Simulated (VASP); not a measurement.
# HPbNO4 (P1) in VASP: single point with PBEsol+D3(BJ)

Aim: the single point of HPbNO4 with PBEsol+D3(BJ).

Program: VASP 6.6.1. These are calculated values, not measurements. Logs are shortened: lines on timing, memory, paths and dates and some standing lists are left out, and cuts for length are marked.

## 1. The cell of the first run

The typed cell holds 14 atoms: a = 3.825 Å, b = 6.272 Å, c = 8.192 Å, α = 65.24°, β = 89.99°, γ = 90.00°.

## 2. Single point, PBEsol+D3(BJ)

The input, INCAR:

```
SYSTEM = HPbNO4
ALGO = Normal
EDIFF = 1E-6
ENCUT = 1340
GGA = PS
GGA_COMPAT = .FALSE.
ISIF = 2
ISMEAR = -1
IVDW = 12
LASPH = .TRUE.
LCHARG = .TRUE.
LELF = .TRUE.
LREAL = .FALSE.
LVHAR = .TRUE.
LWAVE = .FALSE.
NBANDS = 57
NELM = 120
PREC = Accurate
SIGMA = 0.05
```

The input, KPOINTS:

```
k-points
0
G
  5 4 3
  0 0 0
```

The input, POSCAR:

```
HPbNO4
1.0
    3.8245576725     -0.0014553674     -0.0112609804
    0.0029797094      6.2706202125      0.1522084204
    0.0246709798      3.2497509570      7.5194633885
H Pb N O
2 2 2 8
Direct
    0.9244457415      0.2159494827      0.4738019413
    0.4244281770      0.7840507057      0.5261931663
    0.4301619605      0.2962694706      0.7144561114
    0.9302844279      0.7037268161      0.2855405746
    0.6125563448      0.2111722882      0.2076792667
    0.1123755218      0.7888371687      0.7923131458
    0.9354900243      0.3244043800      0.5345009608
    0.5105245707      0.4065671532      0.1937669424
    0.4924644932      0.1196073852      0.1105488589
    0.8446248709      0.0988618006      0.3244530881
    0.4355038950      0.6755933162      0.4654958036
    0.0103724470      0.5934259902      0.8062519250
   -0.0077737400      0.8804062039      0.8894459271
    0.3445412655      0.9011278388      0.6755522880
```

Potentials or basis: VASP PAW PBE potentials, release 64 (H_h, Pb_d, N_h, O_h).

The run is started by

```console
> cat potpaw_PBE.64/H_h/POTCAR potpaw_PBE.64/Pb_d/POTCAR potpaw_PBE.64/N_h/POTCAR potpaw_PBE.64/O_h/POTCAR > POTCAR
> mpirun -np 1 vasp_std > vasp.out
```

OUTCAR:

```text
SYSTEM = HPbNO4
   EDIFF = 1E-6
   ENCUT = 1340
   GGA = PS
   ISIF = 2
   ISMEAR = -1
   IVDW = 12
   LASPH = .TRUE.
   LREAL = .FALSE.
   NELM = 120
   PREC = Accurate
 IVDW          = 12

 ion  position               nearest neighbor table
   1  0.924  0.216  0.474-   7 1.00
   2  0.424  0.784  0.526-  11 1.00
   3  0.430  0.296  0.714-   7 2.36   7 2.39  11 2.40  14 2.65  12 2.79   4 3.87   4 3.87
   4  0.930  0.704  0.286-  11 2.36  11 2.39   7 2.40  10 2.65   8 2.79   3 3.87   3 3.87
   5  0.613  0.211  0.208-   8 1.25   9 1.25  10 1.28
   6  0.112  0.789  0.792-  12 1.25  13 1.25  14 1.28
   7  0.935  0.324  0.535-   1 1.00   3 2.36   3 2.39   4 2.40
   8  0.511  0.407  0.194-   5 1.25   4 2.79
   9  0.492  0.120  0.111-   5 1.25
  10  0.845  0.099  0.324-   5 1.28   4 2.65
  11  0.436  0.676  0.465-   2 1.00   4 2.36   4 2.39   3 2.40
  12  0.010  0.593  0.806-   6 1.25   3 2.79
  13  0.992  0.880  0.889-   6 1.25
  14  0.345  0.901  0.676-   6 1.28   3 2.65

  LATTYP: Found a triclinic cell.
 ALAT       =     8.1916921079
 B/A-ratio  =     0.7657109011
 C/A-ratio  =     0.4668845554
 COS(alpha) =     0.0000231767
 COS(beta)  =     0.0001579801
 COS(gamma) =     0.4188723745

  Lattice vectors:

 A1 = (  -0.0246709798,  -3.2497509570,  -7.5194633885)
 A2 = (  -0.0029797094,  -6.2706202125,  -0.1522084204)
 A3 = (  -3.8245576725,   0.0014553674,   0.0112609804)

Analysis of symmetry for initial positions (statically):
=====================================================================
 Subroutine PRICEL returns:
 Original cell was already a primitive cell.

 Routine SETGRP: Setting up the symmetry group for a
 triclinic supercell.

 Subroutine GETGRP returns: Found  1 space group operations
 (whereof  1 operations were pure point group operations)
 out of a pool of  2 trial point group operations.

The static configuration has the point symmetry C_1 .

Analysis of symmetry for dynamics (positions and initial velocities):
=====================================================================
 Subroutine PRICEL returns:
 Original cell was already a primitive cell.

 Routine SETGRP: Setting up the symmetry group for a
 triclinic supercell.

 Subroutine GETGRP returns: Found  1 space group operations
 (whereof  1 operations were pure point group operations)
 out of a pool of  2 trial point group operations.

The dynamic configuration has the point symmetry C_1 .

 Subroutine INISYM returns: Found  1 space group operations
 (whereof  1 operations are pure point group operations),
 and found     1 'primitive' translations

----------------------------------------------------------------------------------------

                                     Primitive cell

  volume of cell :     178.4443

  direct lattice vectors                    reciprocal lattice vectors
     3.824557673 -0.001455367 -0.011260980     0.261465712 -0.000104518 -0.000812685
     0.002979709  6.270620212  0.152208420    -0.000143752  0.161164594 -0.069651413
     0.024670980  3.249750957  7.519463389     0.000394475 -0.003262438  0.134396875

  length of vectors
     3.824574528  6.272467946  8.191692108     0.261466996  0.175571542  0.134437045

  position of ions in fractional coordinates (direct lattice)
     0.924445742  0.215949483  0.473801941
     0.424428177  0.784050706  0.526193166
     0.430161961  0.296269471  0.714456111
     0.930284428  0.703726816  0.285540575
     0.612556345  0.211172288  0.207679267
     0.112375522  0.788837169  0.792313146
     0.935490024  0.324404380  0.534500961
     0.510524571  0.406567153  0.193766942
     0.492464493  0.119607385  0.110548859
     0.844624871  0.098861801  0.324453088
     0.435503895  0.675593316  0.465495804
     0.010372447  0.593425990  0.806251925
     0.992226260  0.880406204  0.889445927
     0.344541265  0.901127839  0.675552288

  ion indices of the primitive-cell ions
   primitive index   ion index
                 1           1
                 2           2
                 3           3
                 4           4
                 5           5
                 6           6
                 7           7
                 8           8
                 9           9
                10          10
                11          11
                12          12
                13          13
                14          14

----------------------------------------------------------------------------------------

 KPOINTS: k-points

Automatic generation of k-mesh.
 Grid dimensions read from file:
 generate k-points for:    5    4    3

 Generating k-lattice:

  Cartesian coordinates                     Fractional coordinates (reciprocal lattice)
     0.052293142 -0.000020904 -0.000162537     0.200000000  0.000000000  0.000000000
    -0.000035938  0.040291148 -0.017412853     0.000000000  0.250000000  0.000000000
     0.000131492 -0.001087479  0.044798958     0.000000000  0.000000000  0.333333333

  Length of vectors
     0.052293399  0.043892885  0.044812348

  Shift w.r.t. Gamma in fractional coordinates (k-lattice)
     0.000000000  0.000000000  0.000000000

 Subroutine IBZKPT returns following result:
 ===========================================

 Found     31 irreducible k-points:

 Following reciprocal coordinates:
            Coordinates               Weight
  0.000000  0.000000  0.000000      1.000000
  0.200000  0.000000  0.000000      2.000000
  0.400000 -0.000000  0.000000      2.000000
 -0.000000  0.250000  0.000000      2.000000
  0.200000  0.250000 -0.000000      2.000000
  0.400000  0.250000 -0.000000      2.000000
[... 16 lines left out ...]
  0.200000  0.500000  0.333333      2.000000
  0.400000  0.500000  0.333333      2.000000
 [... further k-points ...]
   k-points           NKPTS =     31   k-points in BZ     NKDIM =     31   number of bands    NBANDS=     57
   number of dos      NEDOS =    301   number of ions     NIONS =     14
   total plane-waves  NPLWV = 376320
   dimension x,y,z NGX =    48 NGY =   80 NGZ =   98
   dimension x,y,z NGXF=    96 NGYF=  160 NGZF=  196
   ions per type =               2   2   2   8
   NGX,Y,Z   is equivalent  to a cutoff of  20.86, 21.20, 19.89 a.u.
   NGXF,Y,Z  is equivalent  to a cutoff of  41.73, 42.41, 39.78 a.u.
 SYSTEM =  HPbNO4
   PREC   = accura    normal or accurate (medium, high low for compatibility)
   ISTART =      0    job   : 0-new  1-cont  2-samecut
   ICHARG =      2    charge: 1-file 2-atom 10-const
   ISPIN  =      1    spin polarized calculation?
   LNONCOLLINEAR =      F non collinear calculations
   LSORBIT =      F    spin-orbit coupling
   LASPH  =      T    aspherical Exc in radial PAW
   ENCUT  = 1340.0 eV  98.49 Ry    9.92 a.u.  11.42 18.72 24.45*2*pi/ulx,y,z
   NELM   =    120;   NELMIN=  2; NELMDL= -5     # of ELM steps
   EDIFF  = 0.1E-05   stopping-criterion for ELM
   LREAL  =      F    real-space projection
[... 7 lines left out ...]
   TEBEG  =    0.0;   TEEND  =   0.0 temperature during run
   PSTRESS=    0.0 pullay stress
   NELECT =      88.0000    total number of electrons
   NUPDOWN=      -1.0000    fix difference up-down
   EMIN   =  10.00;   EMAX   =-10.00  energy-range for DOS
   EFERMI =   0.00;   METHOD = LEGACY
   ISMEAR =    -1;   SIGMA  =   0.05  broadening in eV -4-tet -1-fermi 0-gaus
   EFERMI_NEDOS =   21; number of points for ismear=-14 and -15
   IALGO  =     38    algorithm
   IMIX   =      4    mixing-type and parameters
     AMIX     =   0.40;   BMIX     =  1.00
     AMIX_MAG =   1.60;   BMIX_MAG =  1.00
  volume/ion in A,a.u.               =      12.75        86.01
  Fermi-wavevector in a.u.,A,eV,Ry     =   1.293406  2.444183 22.761171  1.672899
  Thomas-Fermi vector in A             =   2.425053
   LORBIT       =      0    0 simple, 1 ext, 2 COOP (PROOUT), +10 PAW based schemes
   GGA     = PS    functional components
   LHFCALC =     F    Hartree Fock is set to
   AEXX    =    0.0000 exact exchange contribution
   IVDW    =    12    specifies the selected vdW correction
   LEPSILON=     F    determine dielectric tensor
   LRPA    =     F    only Hartree local field effects (RPA)
 non-spin polarized calculation
  energy-cutoff  :     1340.00
  volume of cell :      178.44
 maximum number of plane-waves:     19910
 NGX is ok and might be reduce to    48
   NGX = 23   NGY = 37   NGZ = 49

 number of electron      88.0000001 magnetization

 Free energy of the ion-electron system (eV)
  ---------------------------------------------------
  ext. energy  EPLUGINS =         0.00000000
  ---------------------------------------------------
  free energy    TOTEN  =       -85.49887350 eV

  energy without entropy =      -85.49887350  energy(sigma->0) =      -85.49887350

 E-fermi :   3.1776     XC(G=0):  -9.5487

 val. band max:        2.0228724727   @ k =   0.0000   0.5000   0.3333
 cond. band min:       5.1023788307   @ k =   0.4000   0.5000   0.3333
 fundamental gap:      3.0795063580
 Fermi energy:         3.1776466216

 k-point     1 :       0.0000    0.0000    0.0000
  band No.  band energies     occupation
      1     -23.9082      2.00000
      2     -23.8831      2.00000
      3     -18.4791      2.00000
      4     -18.4740      2.00000
      5     -18.1777      2.00000
      6     -18.1020      2.00000
[... 48 lines left out ...]
     55      11.0909      0.00000
     56      11.6580      0.00000

 k-point     2 :       0.2000    0.0000    0.0000
  band No.  band energies     occupation
      1     -23.8894      2.00000
      2     -23.8690      2.00000
      3     -18.4723      2.00000
      4     -18.4680      2.00000
      5     -18.1982      2.00000
      6     -18.1377      2.00000
[... 1291 lines left out ...]
  band No.  band energies     occupation
      1     -23.8543      2.00000
      2     -23.8489      2.00000
      3     -18.4649      2.00000
      4     -18.4589      2.00000
      5     -18.2211      2.00000
      6     -18.2033      2.00000
[... 48 lines left out ...]
     55      11.5289      0.00000
     56      11.8948      0.00000

 [... further k-points ...]

 [bands above 56 left out]

------------------------ aborting loop because EDIFF is reached ----------------------------------------

 Edisp (eV)   -1.29946

 E8    (eV) :    -0.7500

  FORCE on cell =-STRESS in cart. coord.  units (eV):
  Direction    XX          YY          ZZ          XY          YZ          ZX
  --------------------------------------------------------------------------------------
  -------------------------------------------------------------------------------------
  Total      -0.06756     0.11689    -0.03927    -0.00120     0.08333     0.00034
  in kB      -0.60662     1.04951    -0.35263    -0.01075     0.74814     0.00306
  external pressure =        0.03 kB  Pullay stress =        0.00 kB

 VOLUME and BASIS-vectors are now :
 -----------------------------------------------------------------------------
  energy-cutoff  :     1340.00
  volume of cell :      178.44
      direct lattice vectors                 reciprocal lattice vectors
     3.824557673 -0.001455367 -0.011260980     0.261465712 -0.000104518 -0.000812685
     0.002979709  6.270620212  0.152208420    -0.000143752  0.161164594 -0.069651413
     0.024670980  3.249750957  7.519463389     0.000394475 -0.003262438  0.134396875

 POSITION                                       TOTAL-FORCE (eV/Angst)
 -----------------------------------------------------------------------------------
      3.54793      2.89253      3.58520        -0.000660     -0.027325     -0.015017
      1.63857      6.62586      4.07125        -0.000554      0.027258      0.014974
      1.66369      4.17897      5.41258         0.001388     -0.000325      0.026322
      3.56707      5.33939      2.24375         0.001243      0.000373     -0.026246
      2.34851      1.99820      1.58688         0.006004     -0.000422      0.006823
      0.45168      7.52116      6.07657         0.007938      0.000118     -0.004143
      3.59199      3.76985      4.05800        -0.000642      0.013118      0.005031
      1.95852      3.17838      1.51316        -0.025078      0.085051     -0.001245
      1.88654      1.10855      0.84393        -0.031929     -0.065182     -0.054675
      3.23862      1.67309      2.44525         0.050941     -0.012320      0.052282
      1.67911      5.74850      3.59821        -0.000682     -0.013103     -0.005060
      0.06133      6.34125      6.15279        -0.025813     -0.084997      0.000541
      3.81939      8.40973      6.81099        -0.032166      0.065316      0.053940
      1.33707      7.84551      5.21307         0.050012      0.012441     -0.053527
 -----------------------------------------------------------------------------------
    total drift:                               -0.000105      0.000029      0.000024

  FREE ENERGIE OF THE ION-ELECTRON SYSTEM (eV)
  ---------------------------------------------------
  free  energy   TOTEN  =       -86.7983379521 eV

  energy  without entropy=      -86.7983379520  energy(sigma->0) =      -86.79833795
```

It took 17 min on 1 thread of Intel Xeon 6975P-C (Granite Rapids), shared host; peak memory 1.4 GiB.

What came out:

| Property | Result |
| --- | --- |
| Free energy | -86.7983 eV |
| Pressure | 0.0 GPa |
| Largest force | 0.091 eV/Å |
| Band gap on the k mesh | 3.08 eV (least direct gap 3.22 eV) |
| Dispersion energy per atom | -0.093 eV |

Forces in eV/Å, atoms in the order of the input:
```
H   -0.001 -0.027 -0.015
H   -0.001  0.027  0.015
Pb   0.001  0.000  0.026
Pb   0.001  0.000 -0.026
N    0.006  0.000  0.007
N    0.008  0.000 -0.004
O   -0.001  0.013  0.005
O   -0.025  0.085 -0.001
O   -0.032 -0.065 -0.055
O    0.051 -0.012  0.052
O   -0.001 -0.013 -0.005
O   -0.026 -0.085  0.001
O   -0.032  0.065  0.054
O    0.050  0.012 -0.054
```

Caveat: the PAW data sets were made with another functional, which shifts forces and pressure a little; spin-orbit coupling is left out, which moves the levels of the heavy elements. A k mesh can miss the band edges.
